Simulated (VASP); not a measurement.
Crystal: F.

```
F
1.0
     2.75000   -1.64000    0.00000
     2.75000    1.64000    0.00000
    -1.53472    0.00000    7.11639
F
4
Direct
  0.96800 0.60200 0.09970
  0.39800 0.03200 0.40030
  0.03200 0.39800 0.90030
  0.60200 0.96800 0.59970
```

- Program: VASP 6.6.1
- Task: relaxation of cell and atoms
- Functional: PBE
- Potentials or basis: VASP PAW PBE potentials, release 64 (F)
- Cutoff: 600 eV
- k mesh: 6 × 6 × 3
- Occupations: fermi-dirac, width 0.05 eV
- Spin: no spin polarisation

At the start: pressure -4.0 GPa; volume 16.05 Å³/atom.

Problem. Where does the relaxation end?

Solution. Over 52 steps the energy falls by 32.0 meV/atom and the volume is 16.88 Å³/atom (+5.2 %); space group C2/c (No. 15, to 0.05 Å).

Step by step:
| step | energy change (eV) | largest force (eV/Å) | pressure (GPa) | volume (Å³) |
| --- | --- | --- | --- | --- |
| 1 | 0.0000 | 1.6820 | -3.98 | 64.19 |
| 3 | -0.1101 | 0.0555 | 0.21 | 63.16 |
| 5 | -0.1108 | 0.0230 | 0.30 | 63.38 |
| 7 | -0.1157 | 0.0219 | 0.19 | 65.62 |
| 9 | -0.1194 | 0.0322 | -0.01 | 70.16 |
| 11 | -0.1195 | 0.0129 | -0.09 | 70.19 |
| 13 | -0.1212 | 0.0117 | -0.03 | 69.49 |
| 15 | -0.1215 | 0.0216 | 0.06 | 69.03 |
| 17 | -0.1216 | 0.0191 | -0.01 | 69.03 |
| 19 | -0.1221 | 0.0312 | -0.04 | 68.92 |
| 21 | -0.1229 | 0.2086 | -0.43 | 68.43 |
| 23 | -0.1232 | 0.1400 | -0.28 | 68.56 |
| 25 | -0.1233 | 0.1390 | -0.27 | 68.55 |
| 27 | -0.1234 | 0.1346 | -0.26 | 68.51 |
| 29 | -0.1240 | 0.1274 | -0.24 | 68.33 |
| 31 | -0.1246 | 0.0951 | -0.15 | 68.06 |
| 33 | -0.1248 | 0.0181 | 0.05 | 68.02 |
| 35 | -0.1249 | 0.0178 | 0.05 | 68.04 |
| 37 | -0.1251 | 0.0163 | 0.04 | 68.14 |
| 39 | -0.1258 | 0.0116 | 0.00 | 68.52 |
| 41 | -0.1263 | 0.0128 | -0.04 | 69.13 |
| 43 | -0.1263 | 0.0181 | -0.10 | 69.11 |
| 45 | -0.1265 | 0.0161 | -0.09 | 68.91 |
| 47 | -0.1271 | 0.0118 | -0.03 | 68.03 |
| 49 | -0.1261 | 0.2137 | 0.56 | 66.80 |
| 51 | -0.1275 | 0.0058 | 0.06 | 67.02 |
| 52 | -0.1279 | 0.0087 | -0.01 | 67.51 |

Final structure:
```
F
1.0
     2.87002   -1.73781    0.14141
     2.87002    1.73781    0.14141
    -1.27324    0.00000    6.70561
F
4
Direct
  0.92208 0.59081 0.09598
  0.40919 0.07792 0.40402
  0.07792 0.40919 0.90402
  0.59081 0.92208 0.59598
```
